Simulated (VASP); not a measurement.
Here is a VASP 6.6.1 calculation.

File INCAR:

```
ALGO = Fast
EDIFF = 1E-6
EDIFFG = -0.001
ENCUT = 600
IBRION = 2
ISIF = 3
ISMEAR = -1
LASPH = True
LCHARG = False
LREAL = False
LWAVE = False
NELM = 60
NSW = 80
PREC = Accurate
SIGMA = 0.15
```

The input KPOINTS:

```
k-points
0
Gamma
  20 20 20
```

The input POSCAR:

```
AlRu
1.0
    2.9537243640      0.0000000000      0.0000000000
    0.0000000000      2.9537243640      0.0000000000
    0.0000000000      0.0000000000      2.9537243640
Al Ru
1 1
Direct
    0.0000000000      0.0000000000      0.0000000000
    0.5000000000      0.5000000000      0.5000000000
```

Potentials or basis: VASP PAW LDA potentials, release 64 (Al, Ru_pv).

Launch:

```console
$ cat potpaw_LDA.64/Al/POTCAR potpaw_LDA.64/Ru_pv/POTCAR > POTCAR
$ mpirun -np 1 vasp_std > vasp.out
```

Q: Predict the relaxed cell.

A: a = 2.958 Å, b = 2.958 Å, c = 2.958 Å, α = 90.00°, β = 90.00°, γ = 90.00°.

Q: Estimate the band gap on the k mesh.

A: Zero (an odd number of electrons rules out a gap without spin polarisation).

Q: What does it give for the relaxed volume?

A: 12.94 Å³/atom.

Q: What does it give for the space group after relaxing (to 0.1 Å)?

A: Pm-3m (No. 221).

Step by step:
| step | energy change (eV) | largest force (eV/Å) | pressure (GPa) | volume (Å³) |
| --- | --- | --- | --- | --- |
| 1 | 0.0000 | 0.0000 | 1.07 | 25.77 |
| 2 | 0.0009 | 0.0000 | -1.88 | 26.09 |
| 3 | -0.0003 | 0.0000 | 0.01 | 25.88 |
